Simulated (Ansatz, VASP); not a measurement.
## CuIrS2 in VASP and in Ansatz

```
Cu Ir S
1.0
     1.81585    1.04838    6.59223
    -1.81585    1.04838    6.59223
     0.00000   -2.09676    6.59223
Cu Ir S
1 1 2
Direct
  0.50000 0.50000 0.50000
  0.00000 0.00000 0.00000
  0.26670 0.26670 0.26670
  0.73330 0.73330 0.73330
```

Alike in both runs: task single point; functional PBEsol; k mesh 6 × 6 × 6; occupations gaussian, width 0.05 eV; collinear spin; Hubbard terms Ir d U = 6.0 eV.

|  | VASP | Ansatz |
| --- | --- | --- |
| version | VASP 6.6.1 | Ansatz 0.2.0 |
| potentials or method | VASP PAW PBE potentials, release 64 (Cu, Ir, S), cutoff 520 eV | scalar-relativistic, plane waves, PAW |
| valence electrons in the cell | 32 | 48 |

```csv
,VASP,Ansatz,Ansatz less VASP
gap on the k mesh at the Fermi level (eV),0.91,0.90,-0.015
least direct gap on the mesh (eV),1.29,1.24,-0.048
pressure (GPa),-16.6,-15.4,+1.21
"traceless stress, the component that is largest in VASP (GPa)",-0.35,-1.01,-0.656
rms of the force components (eV/Å),0.201,0.166,-0.0352
net moment per atom (μB),0.00,0.00,0.000
```

VASP's potentials were made for PBE, not for PBEsol. The programs project onto different local orbitals, so the same U acts differently, and such runs can settle in different states. Atom by atom the forces differ by 0.035 eV/Å (rms over components). VASP's potentials hold 32 valence electrons a cell and Ansatz's 48, so a difference there can come from the potentials and not from the codes. Ansatz's warnings: seeded moment not kept.

Spin-orbit coupling is off throughout.
